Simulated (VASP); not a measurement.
# Au (P-1) in VASP: settings compared

Au is run at these levels: PBEsol, r2SCAN; tasks: single point.

Program: VASP 6.6.1. These are calculated values, not measurements. Logs are shortened: lines on timing, memory, paths and dates and some standing lists are left out, and cuts for length are marked.

### Step 1. The cell of the first run

The typed cell holds 1 atom: a = 2.930 Å, b = 2.886 Å, c = 2.882 Å, α = 57.93°, β = 64.48°, γ = 57.26°.

### Step 2. Single point, PBEsol

INCAR

```
PREC = Accurate
ENCUT = 520
EDIFF = 1E-7
ISMEAR = 0
SIGMA = 0.05
LREAL = F
LASPH = T
NELM = 100
ALGO = Normal
ISIF = 2
LWAVE = F
LCHARG = T
GGA = PS
LELF = T
LVHAR = T
NBANDS = 12
```

KPOINTS

```
Automatic mesh
0
Gamma
  8 9 8
```

POSCAR

```
Au
1.0
   -0.0417739400      1.9534674600      2.1836343100
    2.0212981700      0.0837522500      2.0581081200
    2.1322925200      1.9389356200     -0.0272421100
Au
1
Direct
    0.0000000000      0.0000000000      0.0000000000
```

Potentials or basis: VASP PAW PBE potentials, release 64 (Au).

The run is started by

```bash
cat potpaw_PBE.64/Au/POTCAR > POTCAR
mpirun -np 1 vasp_std > vasp.out
```

OUTCAR:

```text
PREC = Accurate
   ENCUT = 520
   EDIFF = 1E-7
   ISMEAR = 0
   LREAL = F
   LASPH = T
   NELM = 100
   ISIF = 2
   GGA = PS

 ion  position               nearest neighbor table
   1  0.000  0.000  0.000-

  LATTYP: Found a triclinic cell.
 ALAT       =     2.8821666957
 B/A-ratio  =     1.4567914347
 C/A-ratio  =     2.1503173586
 COS(alpha) =     0.0063561723
 COS(beta)  =     0.6252637844
 COS(gamma) =     0.7506669668

  Lattice vectors:

 A1 = (  -2.1322925200,  -1.9389356200,   0.0272421100)
 A2 = (  -4.1953646300,  -0.0692204100,   0.1527683000)
 A3 = (  -0.0274464700,  -5.7621182900,  -2.2819183900)

Analysis of symmetry for initial positions (statically):
=====================================================================
 Subroutine PRICEL returns:
 Original cell was already a primitive cell.

 Routine SETGRP: Setting up the symmetry group for a
 triclinic supercell.

 Subroutine GETGRP returns: Found  2 space group operations
 (whereof  2 operations were pure point group operations)
 out of a pool of  2 trial point group operations.

The static configuration has the point symmetry S_2 .

Analysis of symmetry for dynamics (positions and initial velocities):
=====================================================================
 Subroutine PRICEL returns:
 Original cell was already a primitive cell.

 Routine SETGRP: Setting up the symmetry group for a
 triclinic supercell.

 Subroutine GETGRP returns: Found  2 space group operations
 (whereof  2 operations were pure point group operations)
 out of a pool of  2 trial point group operations.

The dynamic configuration has the point symmetry S_2 .

 Subroutine INISYM returns: Found  2 space group operations
 (whereof  2 operations are pure point group operations),
 and found     1 'primitive' translations

----------------------------------------------------------------------------------------

                                     Primitive cell

  volume of cell :      17.0152

  direct lattice vectors                    reciprocal lattice vectors
    -0.041773940  1.953467460  2.183634310    -0.234662037  0.261152018  0.219837759
     2.021298170  0.083752250  2.058108120     0.251959644 -0.273579504  0.249562852
     2.132292520  1.938935620 -0.027242110     0.225537383  0.264454851 -0.232265246

  length of vectors
     2.930194359  2.885908828  2.882166696     0.414240616  0.447896220  0.418031845
[... 85 lines left out ...]
   ISIF   =      2    stress and relaxation
   ISYM   =      2    0-nonsym 1-usesym 2-fastsym
   POTIM  = 0.5000    time-step for ionic-motion
   TEBEG  =    0.0;   TEEND  =   0.0 temperature during run
   PSTRESS=    0.0 pullay stress
   NELECT =      11.0000    total number of electrons
   NUPDOWN=      -1.0000    fix difference up-down
   EMIN   =  10.00;   EMAX   =-10.00  energy-range for DOS
   EFERMI =   0.00;   METHOD = LEGACY
   ISMEAR =     0;   SIGMA  =   0.05  broadening in eV -4-tet -1-fermi 0-gaus
   EFERMI_NEDOS =   21; number of points for ismear=-14 and -15
   IALGO  =     38    algorithm
   IMIX   =      4    mixing-type and parameters
     AMIX     =   0.40;   BMIX     =  1.00
     AMIX_MAG =   1.60;   BMIX_MAG =  1.00
  volume/ion in A,a.u.               =      17.02       114.82
  Fermi-wavevector in a.u.,A,eV,Ry     =   1.415555  2.675011 27.263297  2.003796
  Thomas-Fermi vector in A             =   2.536981
   LORBIT       =      0    0 simple, 1 ext, 2 COOP (PROOUT), +10 PAW based schemes
   GGA     = PS    functional components
   LHFCALC =     F    Hartree Fock is set to
   AEXX    =    0.0000 exact exchange contribution
   IVDW    =     0    specifies the selected vdW correction
   LEPSILON=     F    determine dielectric tensor
   LRPA    =     F    only Hartree local field effects (RPA)
 non-spin polarized calculation
 Gauss-broadening in eV      SIGMA  =   0.05
  energy-cutoff  :      520.00
  volume of cell :       17.02
 maximum number of plane-waves:       470
 NGX is ok and might be reduce to    24
   NGX = 11   NGY = 11   NGZ = 11

 number of electron      11.0000001 magnetization

 Free energy of the ion-electron system (eV)
  ---------------------------------------------------
  ext. energy  EPLUGINS =         0.00000000
  ---------------------------------------------------
  free energy    TOTEN  =        -3.88852473 eV

  energy without entropy =       -3.88792794  energy(sigma->0) =       -3.88822634

 E-fermi :   9.2268     XC(G=0): -12.8887

 val. band max:        9.2240195144   @ k =  -0.1250  -0.1111   0.3750
 cond. band min:       9.2366533517   @ k =   0.1250  -0.2222   0.2500
 fundamental gap:      0.0126338373
 Fermi energy:         9.2268272562

 k-point     1 :       0.0000    0.0000    0.0000
  band No.  band energies     occupation
      1      -0.6351      2.00000
      2       3.9853      2.00000
      3       4.5345      2.00000
      4       5.2666      2.00000
      5       5.7138      2.00000
      6       6.6365      2.00000
      7      23.8411      0.00000
      8      26.2086      0.00000
      9      27.6882      0.00000
     10      29.9309      0.00000
     11      32.8159      0.00000
     12      35.7745      0.00000
[... 331 lines left out ...]
 k-point    24 :       0.2500    0.3333    0.0000
  band No.  band energies     occupation
      1       2.2254      2.00000
      2       3.2057      2.00000
      3       5.0493      2.00000
      4       6.2000      2.00000
      5       6.7133      2.00000
      6       6.9886      2.00000
      7      21.9229      0.00000
      8      22.6727      0.00000
      9      23.2393      0.00000
     10      26.7083      0.00000
     11      28.8311      0.00000
     12      34.1707      0.00000

 [... further k-points ...]

------------------------ aborting loop because EDIFF is reached ----------------------------------------

  FORCE on cell =-STRESS in cart. coord.  units (eV):
  Direction    XX          YY          ZZ          XY          YZ          ZX
  --------------------------------------------------------------------------------------
  -------------------------------------------------------------------------------------
  Total        0.0287181      0.3133207      0.0336990     -0.2474707     -0.2069232      0.0807691
  in kB        2.7041392     29.5027612      3.1731523    -23.3022288    -19.4842079      7.6053411
  external PRESSURE =      11.7933509 kB  Pullay stress =       0.0000000 kB

 VOLUME and BASIS-vectors are now :
 -----------------------------------------------------------------------------
  energy-cutoff  :      520.00
  volume of cell :       17.02
      direct lattice vectors                 reciprocal lattice vectors
    -0.041773940  1.953467460  2.183634310    -0.234662037  0.261152018  0.219837759
     2.021298170  0.083752250  2.058108120     0.251959644 -0.273579504  0.249562852
     2.132292520  1.938935620 -0.027242110     0.225537383  0.264454851 -0.232265246

 POSITION                                       TOTAL-FORCE (eV/Angst)
 -----------------------------------------------------------------------------------
      0.00000      0.00000      0.00000         0.000000      0.000000     -0.000000
 -----------------------------------------------------------------------------------
    total drift:                               -0.000000      0.000000     -0.000000

  FREE ENERGIE OF THE ION-ELECTRON SYSTEM (eV)
  ---------------------------------------------------
  free  energy   TOTEN  =        -3.8885247347 eV

  energy  without entropy=       -3.8879279399  energy(sigma->0) =       -3.88822634
```

OSZICAR:

```text
N       E                     dE             d eps       ncg     rms          rms(c)
DAV:   1     0.488067389378E+02    0.48807E+02   -0.55794E+03  7240   0.818E+02
DAV:   2    -0.354420046846E+01   -0.52351E+02   -0.49622E+02  8240   0.187E+02
DAV:   3    -0.422961677820E+01   -0.68542E+00   -0.68461E+00  8384   0.207E+01
DAV:   4    -0.423185842873E+01   -0.22417E-02   -0.22415E-02  8232   0.137E+00
DAV:   5    -0.423187450080E+01   -0.16072E-04   -0.16072E-04  8480   0.110E-01    0.969E+00
DAV:   6    -0.391377798704E+01    0.31810E+00   -0.87013E-01  7584   0.747E+00    0.604E+00
DAV:   7    -0.389160783286E+01    0.22170E-01   -0.67454E-02  8364   0.206E+00    0.292E+00
DAV:   8    -0.388853106280E+01    0.30768E-02   -0.14045E-03  7848   0.349E-01    0.262E-01
DAV:   9    -0.388852197013E+01    0.90927E-05   -0.15377E-05  8144   0.309E-02    0.115E-02
DAV:  10    -0.388852471951E+01   -0.27494E-05   -0.14086E-06  8404   0.966E-03    0.815E-04
DAV:  11    -0.388852473471E+01   -0.15196E-07   -0.51019E-08  5176   0.186E-03
   1 F= -.38885247E+01 E0= -.38882263E+01  d E =-.596795E-03
```

Wall time 41 s (1 thread of Intel Xeon Platinum 8259CL at 2.50GHz (Skylake/Cascade Lake), shared host); peak memory 0.18 GiB.

Results:

- Free energy: -3.8885 eV
- Pressure: 1.2 GPa

Stress tensor (GPa, compression positive):
```
 0.27 -2.33  0.76
-2.33  2.95 -1.95
 0.76 -1.95  0.32
```

Caveat: the PAW data sets were made with another functional, which shifts forces and pressure a little; spin-orbit coupling is left out, which moves the levels of the heavy elements.

(Part 1 of 2 ends here.)
